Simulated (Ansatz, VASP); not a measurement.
**One calculation of SnO2, two programs**

```
Sn O
1.0
     4.77155    0.00000    0.00000
     0.00000    4.77156    0.00000
     0.00000    0.00000    3.31334
Sn O
2 4
Cartesian
  2.3858 2.3858 1.6567
  0.0000 0.0000 0.0000
  1.4628 1.4631 0.0000
  3.8486 0.9227 1.6567
  0.9229 3.8489 1.6567
  3.3087 3.3085 0.0000
```

Change from the starting cell: mode 4 frozen in at +0.000 Å, strain +e along z and -e/2 along x and y +0.0233.

Alike in both runs: task single point; functional PBE; k mesh 6 × 6 × 8; occupations gaussian, width 0.05 eV; no spin polarisation.

```csv
,VASP,Ansatz
version,VASP 6.6.1,Ansatz 0.2.0
potentials or method,"VASP PAW PBE potentials, release 64 (Sn_d, O), cutoff 520 eV","scalar-relativistic, plane waves, PAW"
valence electrons in the cell,52,52
```

|  | VASP | Ansatz | Ansatz less VASP |
| --- | --- | --- | --- |
| gap on the k mesh at the Fermi level (eV) | 0.55 | 0.57 | +0.014 |
| least direct gap on the mesh (eV) | 0.55 | 0.57 | +0.014 |
| pressure (GPa) | -0.4 | -1.0 | -0.59 |
| traceless stress, the component that is largest in VASP (GPa) | -4.22 | -4.38 | -0.166 |
| rms of the force components (eV/Å) | 0.026 | 0.031 | +0.0044 |

Atom by atom the forces differ by 0.004 eV/Å (rms over components).
